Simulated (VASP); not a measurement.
Runs of VASP 6.6.1 on CdI2. The structure is that of space group P-3m1 (No. 164), or close to it. The cells are those of the table. 

```csv
task,cell,cutoff (eV),gap on the mesh (eV),pressure (GPa),largest force (eV/Å)
electric field gradients,"a = 4.244, b = 4.244, c = 6.722 Å, angles 90.0, 90.0, 120.0°, 3 atoms",400,2.36,(c),0.09
electric field gradients,"a = 4.244, b = 4.244, c = 6.859 Å, angles 90.0, 90.0, 120.0°, 3 atoms",400,2.29,-0.5,0.07
electric field gradients,"a = 4.230, b = 4.230, c = 6.836 Å, angles 90.0, 90.0, 120.0°, 3 atoms",400,2.29,-0.1,0.01
single point,"a = 4.244, b = 4.244, c = 6.790 Å, angles 90.0, 90.0, 120.0°, 3 atoms",500,(b),0.1,0.01
electric field gradients,"a = 4.187, b = 4.187, c = 6.766 Å, angles 90.0, 90.0, 120.0°, 3 atoms",400,2.32,(a),0.17
single point,"a = 4.244, b = 4.244, c = 6.722 Å, angles 90.0, 90.0, 120.0°, 3 atoms",500,2.36,0.4,0.09
single point,"a = 4.244, b = 4.244, c = 6.928 Å, angles 90.0, 90.0, 120.0°, 3 atoms",500,2.25,-0.6,0.15
single point,"a = 4.230, b = 4.230, c = 6.836 Å, angles 90.0, 90.0, 120.0°, 3 atoms",500,2.30,0.1,0.01
single point,"a = 4.244, b = 4.244, c = 6.996 Å, angles 90.0, 90.0, 120.0°, 3 atoms",500,2.21,-0.9,(d)
```

Alike in all rows: level PBEsol; potentials or basis VASP PAW PBE potentials, release 64 (Cd, I); no spin polarisation; k mesh 8 × 8 × 5; smearing fermi-dirac 0.03 eV.

Question: Estimate the missing entries.

Answer: (a) 1.1; (b) 2.33; (c) 0.2; (d) 0.22.

Caveats: the PAW data sets were made with another functional, which shifts forces and pressure a little; spin-orbit coupling is left out, which moves the levels of the heavy elements; this functional lacks dispersion, which binds the layers, so the pressure and a relaxed spacing across them are unreliable.

A k mesh can miss the band edges, and the runs leave out spin-orbit coupling on Cd, I.
